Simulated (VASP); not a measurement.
# Ag (Fm-3m) in VASP: relaxation of cell and atoms with PBEsol

Aim: the relaxation of cell and atoms of Ag with PBEsol.

Program: VASP 6.6.1. These are calculated values, not measurements. Logs are shortened: lines on timing, memory, paths and dates and some standing lists are left out, and cuts for length are marked.

### 1 The cell of the first run

The structure is cubic, space group Fm-3m (No. 225). Conventional cell: a = 4.090 Å, b = 4.090 Å, c = 4.090 Å, α = 90.00°, β = 90.00°, γ = 90.00°. Within 3.8 Å of Ag (site symmetry m-3m) lie 12 Ag at 2.89 Å.

### 2 Relaxation of cell and atoms, PBEsol

File INCAR:

```
PREC     = Accurate       # precision mode
ENCUT    = 500            # plane-wave cutoff, eV
EDIFF    = 1E-7           # SCF threshold, eV
ISMEAR   = -1             # smearing method
SIGMA    = 0.1            # smearing width, eV
LREAL    = F              # projectors in reciprocal space
LASPH    = T              # aspherical terms in the spheres
NELM     = 120            # most SCF steps
ALGO     = Normal         # electronic algorithm
ISIF     = 3              # what is computed and relaxed
LWAVE    = F              # write WAVECAR
LCHARG   = F              # write CHGCAR
GGA      = PS             # functional
IBRION   = 2              # ionic algorithm
NSW      = 80             # ionic steps
EDIFFG   = -0.02          # ionic threshold
GGA_COMPAT= F            
NELMIN   = 4
```

File KPOINTS:

```
regular mesh
0
Gamma
  9 9 9
```

File POSCAR:

```
Ag
1.0
    0.0000000000      2.0450000000      2.0450000000
    2.0450000000      0.0000000000      2.0450000000
    2.0450000000      2.0450000000      0.0000000000
Ag
1
Direct
    0.0000000000      0.0000000000      0.0000000000
```

Potentials or basis: VASP PAW PBE potentials, release 64 (Ag).

Launch:

```
cat potpaw_PBE.64/Ag/POTCAR > POTCAR
mpirun -np 1 vasp_std > vasp.out
```

OUTCAR:

```text
PREC = Accurate
   ENCUT = 500
   EDIFF = 1E-7
   ISMEAR = -1
   LREAL = F
   LASPH = T
   NELM = 120
   ISIF = 3
   GGA = PS
   IBRION = 2
   NSW = 80
   EDIFFG = -0.02
   NELMIN = 4

 ion  position               nearest neighbor table
   1  0.000  0.000  0.000-

  LATTYP: Found a face centered cubic cell.
 ALAT       =     4.0900000000

  Lattice vectors:

 A1 = (   0.0000000000,   2.0450000000,   2.0450000000)
 A2 = (   2.0450000000,   0.0000000000,   2.0450000000)
 A3 = (   2.0450000000,   2.0450000000,   0.0000000000)

Analysis of symmetry for initial positions (statically):
=====================================================================
 Subroutine PRICEL returns:
 Original cell was already a primitive cell.

 Routine SETGRP: Setting up the symmetry group for a
 face centered cubic supercell.

 Subroutine GETGRP returns: Found 48 space group operations
 (whereof 48 operations were pure point group operations)
 out of a pool of 48 trial point group operations.

The static configuration has the point symmetry O_h .

Analysis of symmetry for dynamics (positions and initial velocities):
=====================================================================
 Subroutine PRICEL returns:
 Original cell was already a primitive cell.

 Routine SETGRP: Setting up the symmetry group for a
 face centered cubic supercell.

 Subroutine GETGRP returns: Found 48 space group operations
 (whereof 48 operations were pure point group operations)
 out of a pool of 48 trial point group operations.

The dynamic configuration has the point symmetry O_h .

 Subroutine INISYM returns: Found 48 space group operations
 (whereof 48 operations are pure point group operations),
 and found     1 'primitive' translations

----------------------------------------------------------------------------------------

                                     Primitive cell

  volume of cell :      17.1045

  direct lattice vectors                    reciprocal lattice vectors
     0.000000000  2.045000000  2.045000000    -0.244498778  0.244498778  0.244498778
     2.045000000  0.000000000  2.045000000     0.244498778 -0.244498778  0.244498778
     2.045000000  2.045000000  0.000000000     0.244498778  0.244498778 -0.244498778

  length of vectors
     2.892066735  2.892066735  2.892066735     0.423484305  0.423484305  0.423484305

  position of ions in fractional coordinates (direct lattice)
     0.000000000  0.000000000  0.000000000

  ion indices of the primitive-cell ions
   primitive index   ion index
                 1           1

----------------------------------------------------------------------------------------

 KPOINTS: regular mesh

Automatic generation of k-mesh.
 Grid dimensions read from file:
 generate k-points for:    9    9    9

 Generating k-lattice:

  Cartesian coordinates                     Fractional coordinates (reciprocal lattice)
    -0.027166531  0.027166531  0.027166531     0.111111111  0.000000000  0.000000000
     0.027166531 -0.027166531  0.027166531     0.000000000  0.111111111  0.000000000
     0.027166531  0.027166531 -0.027166531     0.000000000  0.000000000  0.111111111

  Length of vectors
     0.047053812  0.047053812  0.047053812

  Shift w.r.t. Gamma in fractional coordinates (k-lattice)
     0.000000000  0.000000000  0.000000000

 Subroutine IBZKPT returns following result:
 ===========================================

 Found     35 irreducible k-points:

 Following reciprocal coordinates:
            Coordinates               Weight
  0.000000  0.000000  0.000000      1.000000
  0.111111  0.000000  0.000000      8.000000
  0.222222  0.000000  0.000000      8.000000
  0.333333  0.000000  0.000000      8.000000
  0.444444  0.000000  0.000000      8.000000
  0.111111  0.111111  0.000000      6.000000
[... 16 lines left out ...]
 -0.333333  0.333333  0.000000     12.000000
  0.444444  0.444444  0.000000      6.000000
 [... further k-points ...]
   k-points           NKPTS =     35   k-points in BZ     NKDIM =     35   number of bands    NBANDS=      9
   number of dos      NEDOS =    301   number of ions     NIONS =      1
   total plane-waves  NPLWV =  13824
   dimension x,y,z NGX =    24 NGY =   24 NGZ =   24
   dimension x,y,z NGXF=    48 NGYF=   48 NGZF=   48
   ions per type =               1
   NGX,Y,Z   is equivalent  to a cutoff of  13.80, 13.80, 13.80 a.u.
   NGXF,Y,Z  is equivalent  to a cutoff of  27.59, 27.59, 27.59 a.u.
 SYSTEM =  unknown system
   PREC   = accura    normal or accurate (medium, high low for compatibility)
   ISTART =      0    job   : 0-new  1-cont  2-samecut
   ICHARG =      2    charge: 1-file 2-atom 10-const
   ISPIN  =      1    spin polarized calculation?
   LNONCOLLINEAR =      F non collinear calculations
   LSORBIT =      F    spin-orbit coupling
   LASPH  =      T    aspherical Exc in radial PAW
   ENCUT  =  500.0 eV  36.75 Ry    6.06 a.u.   5.27  5.27  5.27*2*pi/ulx,y,z
   NELM   =    120;   NELMIN=  4; NELMDL= -5     # of ELM steps
   EDIFF  = 0.1E-06   stopping-criterion for ELM
   LREAL  =      F    real-space projection
   EDIFFG = -.2E-01   stopping-criterion for IOM
   NSW    =     80    number of steps for IOM
   IBRION =      2    ionic relax: 0-MD 1-quasi-New 2-CG
   NFREE  =      1    steps in history (QN), initial steepest desc. (CG)
   ISIF   =      3    stress and relaxation
   ISYM   =      2    0-nonsym 1-usesym 2-fastsym
   POTIM  = 0.5000    time-step for ionic-motion
   TEBEG  =    0.0;   TEEND  =   0.0 temperature during run
   PSTRESS=    0.0 pullay stress
   NELECT =      11.0000    total number of electrons
   NUPDOWN=      -1.0000    fix difference up-down
   EMIN   =  10.00;   EMAX   =-10.00  energy-range for DOS
   EFERMI =   0.00;   METHOD = LEGACY
   ISMEAR =    -1;   SIGMA  =   0.10  broadening in eV -4-tet -1-fermi 0-gaus
   EFERMI_NEDOS =   21; number of points for ismear=-14 and -15
   IALGO  =     38    algorithm
   IMIX   =      4    mixing-type and parameters
     AMIX     =   0.40;   BMIX     =  1.00
     AMIX_MAG =   1.60;   BMIX_MAG =  1.00
  volume/ion in A,a.u.               =      17.10       115.43
  Fermi-wavevector in a.u.,A,eV,Ry     =   1.413088  2.670348 27.168338  1.996817
  Thomas-Fermi vector in A             =   2.534769
   LORBIT       =      0    0 simple, 1 ext, 2 COOP (PROOUT), +10 PAW based schemes
   GGA     = PS    functional components
   LHFCALC =     F    Hartree Fock is set to
   AEXX    =    0.0000 exact exchange contribution
   IVDW    =     0    specifies the selected vdW correction
   LEPSILON=     F    determine dielectric tensor
   LRPA    =     F    only Hartree local field effects (RPA)
 conjugate gradient relaxation of ions
 non-spin polarized calculation
  energy-cutoff  :      500.00
  volume of cell :       17.10
 maximum number of plane-waves:       448
 NGX is ok and might be reduce to    24
   NGX = 11   NGY = 11   NGZ = 11

--------------------------------------- Ionic step        1  -------------------------------------------

 number of electron      10.9999999 magnetization

 Free energy of the ion-electron system (eV)
  ---------------------------------------------------
  ext. energy  EPLUGINS =         0.00000000
  ---------------------------------------------------
  free energy    TOTEN  =        -3.32522179 eV

  energy without entropy =       -3.32110413  energy(sigma->0) =       -3.32316296

------------------------ aborting loop because EDIFF is reached ----------------------------------------

  FORCE on cell =-STRESS in cart. coord.  units (eV):
  Direction    XX          YY          ZZ          XY          YZ          ZX
  --------------------------------------------------------------------------------------
  -------------------------------------------------------------------------------------
  Total       -0.3472344     -0.3472344     -0.3472344     -0.0000000     -0.0000000      0.0000000
  in kB      -32.5254571    -32.5254571    -32.5254571     -0.0000000     -0.0000000      0.0000000
  external PRESSURE =     -32.5254571 kB  Pullay stress =       0.0000000 kB
[... 55 lines left out ...]
  energy  without entropy=       -3.3236111263  energy(sigma->0) =       -3.32566817

--------------------------------------- Ionic step        3  -------------------------------------------

 number of electron      11.0000001 magnetization

 Free energy of the ion-electron system (eV)
  ---------------------------------------------------
  ext. energy  EPLUGINS =         0.00000000
  ---------------------------------------------------
  free energy    TOTEN  =        -3.33049942 eV

  energy without entropy =       -3.32641047  energy(sigma->0) =       -3.32845494

 E-fermi :   8.7754     XC(G=0): -12.5711

 val. band max:        8.4822635586   @ k =   0.4444   0.3333   0.0000
 cond. band min:       8.9951055126   @ k =  -0.4444   0.1111   0.0000
 fundamental gap:      0.5128419540
 Fermi energy:         8.7754100544

 k-point     1 :       0.0000    0.0000    0.0000
  band No.  band energies     occupation
      1       0.5772      2.00000
      2       3.7364      2.00000
      3       3.7364      2.00000
      4       3.7364      2.00000
      5       4.8324      2.00000
      6       4.8324      2.00000
      7      24.6484      0.00000
      8      28.3761      0.00000
      9      28.3761      0.00000
[... 265 lines left out ...]
 k-point    24 :       0.4444    0.4444    0.0000
  band No.  band energies     occupation
      1       2.0552      2.00000
      2       2.1985      2.00000
      3       5.6126      2.00000
      4       5.7998      2.00000
      5       5.7998      2.00000
      6       9.3439      0.00677
      7      16.5067      0.00000
      8      19.5814      0.00000
      9      19.5814      0.00000

 [... further k-points ...]

------------------------ aborting loop because EDIFF is reached ----------------------------------------

  FORCE on cell =-STRESS in cart. coord.  units (eV):
  Direction    XX          YY          ZZ          XY          YZ          ZX
  --------------------------------------------------------------------------------------
  -------------------------------------------------------------------------------------
  Total       -0.0003977     -0.0003977     -0.0003977      0.0000000      0.0000000     -0.0000000
  in kB       -0.0383808     -0.0383808     -0.0383808      0.0000000      0.0000000     -0.0000000
  external PRESSURE =      -0.0383808 kB  Pullay stress =       0.0000000 kB
[... 16 lines left out ...]
  FREE ENERGIE OF THE ION-ELECTRON SYSTEM (eV)
  ---------------------------------------------------
  free  energy   TOTEN  =        -3.3304994204 eV

  energy  without entropy=       -3.3264104676  energy(sigma->0) =       -3.32845494

 reached required accuracy - stopping structural energy minimisation
```

Run time: 13 s. Hardware: 1 thread of AMD EPYC 7R43 (Zen 3), shared host; peak memory 0.12 GiB.

Results:

* Free energy: -3.3305 eV
* Relaxed volume: 16.60 Å³/atom
* Relaxed cell: a = 2.864 Å, b = 2.864 Å, c = 2.864 Å, α = 60.00°, β = 60.00°, γ = 60.00°
* Space group after relaxing (to 0.1 Å): Fm-3m (No. 225)
* Energy gained by relaxing: 5.3 meV/atom
* Ionic steps: 3
* Pressure after relaxing: 0.0 GPa
* Band gap on the k mesh: zero (an odd number of electrons rules out a gap without spin polarisation)

Step by step:
| step | energy change (eV) | largest force (eV/Å) | pressure (GPa) | volume (Å³) |
| --- | --- | --- | --- | --- |
| 1 | 0.0000 | 0.0000 | -3.25 | 17.10 |
| 2 | -0.0025 | 0.0000 | 2.65 | 16.26 |
| 3 | -0.0053 | 0.0000 | 0.00 | 16.60 |

Final structure:
```
Ag
1.0
     0.00000    2.02483    2.02483
     2.02483    0.00000    2.02483
     2.02483    2.02483    0.00000
Ag
1
Direct
  0.00000 0.00000 0.00000
```

Levels at points of the mesh, in eV from the Fermi level:
| k point | band 2 | band 3 | band 4 | band 5 | band 6 | band 7 | band 8 | band 9 |
| --- | --- | --- | --- | --- | --- | --- | --- | --- |
| (0.00, 0.00, 0.00) | -5.04 | -5.04 | -5.04 | -3.94 | -3.94 | 15.87 | 19.60 | 19.60 |

Caveat: the PAW data sets were made with another functional, which shifts forces and pressure a little.
